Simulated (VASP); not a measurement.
Here is a VASP 6.6.1 calculation.

POSCAR

```
SnSe2
1.0
    3.8251493298      0.0000000000      0.0000000000
   -1.9125746649      3.3126764929      0.0000000000
    0.0000000000      0.0000000000      5.9779959018
Sn Se
1 2
Direct
    0.0000000000      0.0000000000      0.0000000000
    0.3333333333      0.6666666667      0.2622803274
    0.6666666667      0.3333333333      0.7377196726
```

Contents of INCAR.step1:

```
  PREC = Accurate
  ENCUT = 520
  ISMEAR = -1
  SIGMA = 0.02
  LREAL = False
  LASPH = True
  NELM = 150
  MAGMOM = 0 0 0 0 0 0 0 0 0
  LSORBIT = True
  GGA_COMPAT = False
  NBANDS = 39
  GGA = PE
  ALGO = Normal
  EDIFF = 1E-4
  LWAVE = True
  LCHARG = False
```

File INCAR.step2:

```
  PREC = Accurate
  ENCUT = 520
  EDIFF = 1E-6
  ISMEAR = -1
  SIGMA = 0.02
  LREAL = False
  LASPH = True
  NELM = 150
  ALGO = Normal
  ISIF = 2
  LWAVE = False
  LCHARG = True
  MAGMOM = 0 0 0 0 0 0 0 0 0
  LORBIT = 11
  LSORBIT = True
  GGA_COMPAT = False
  LORBMOM = True
  METAGGA = R2SCAN
  LMIXTAU = True
  LVHAR = True
  NBANDS = 39
  ISTART = 1
```

KPOINTS

```
Automatic mesh
0
Gamma
  12 12 4
```

Potentials or basis: VASP PAW PBE potentials, release 64 (Sn_d, Se).

Launch:

```bash
$ cat potpaw_PBE.64/Sn_d/POTCAR potpaw_PBE.64/Se/POTCAR > POTCAR
$ cp INCAR.step1 INCAR
$ mpirun -np 1 vasp_ncl > vasp.out
$ cp INCAR.step2 INCAR
$ mpirun -np 1 vasp_ncl > vasp.out
```

Task: What does it give for the net moment?

Result: 0.00 μB per cell.

Task: Predict the pressure.

Result: 2.0 GPa.

Task: What does it give for the largest force?

Result: 0.016 eV/Å.

Stress tensor (GPa, compression positive):
```
1.81 0.00 0.00
0.00 1.81 0.00
0.00 0.00 2.51
```

Caveat: the cell differs from its parent crystal (uniaxial z strain -4.0%); the PAW data sets were made with another functional, which shifts forces and pressure a little.
